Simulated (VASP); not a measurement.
Set up this calculation in VASP 6.6.1, as the native input.

```
Task                   : single point
Functional             : PBE
Potentials or basis    : VASP PAW PBE potentials, release 64 (Fe, O)
Cutoff                 : 520 eV
k mesh                 : 11 × 11 × 11
Occupations            : fermi-dirac, width 0.05 eV
Spin                   : collinear spin, ferromagnetic start
Starting moments       : [4.5, 0.0] μB
Dipole correction      : no
Further INCAR settings : ALGO = Normal; EDIFF = 1e-06; NBANDS = 18
```

The structure of FeO lies in POSCAR:

```
FeO
1.0
    0.0000000000      2.1554001600      2.1554001600
    2.1554001600      0.0000000000      2.1554001600
    2.1554001600      2.1554001600      0.0000000000
Fe O
1 1
Direct
    0.0000000000      0.0000000000      0.0000000000
    0.5000000000      0.5000000000      0.5000000000
```

The input as run:

INCAR

```
ALGO = Normal
EDIFF = 1E-6
ENCUT = 520
GGA = PE
ISIF = 2
ISMEAR = -1
ISPIN = 2
LASPH = True
LCHARG = True
LELF = True
LMAXMIX = 4
LORBIT = 11
LREAL = False
LVHAR = True
LWAVE = False
MAGMOM = 4.5 0
NBANDS = 18
NELM = 150
PREC = Accurate
SIGMA = 0.05
```

KPOINTS

```
k-points
0
Gamma
  11 11 11
```

Potentials or basis: VASP PAW PBE potentials, release 64 (Fe, O).

The run is started by

```sh
$ cat potpaw_PBE.64/Fe/POTCAR potpaw_PBE.64/O/POTCAR > POTCAR
$ mpirun -np 1 vasp_std > vasp.out
```

It gave:

```yaml
Pressure: -0.2 GPa
Band_gap_on_the_k_mesh: zero (filled and empty bands overlap)
Net_moment: 4.00 μB per cell
Site_moments: Fe +3.62; O +0.30 μB
Valence_electrons_inside_the_program's_atomic_spheres: Fe 6.73; O 4.99
```

Caveat: a cell with one magnetic atom can't hold antiferromagnetic order, which such compounds often take; semilocal functionals often make such compounds metallic where correlation or magnetic order opens a gap, which also shifts bond lengths.

Run time: 110 s on 1 thread of Intel Xeon 6975P-C, with other jobs on the host, peak memory 0.17 GiB.
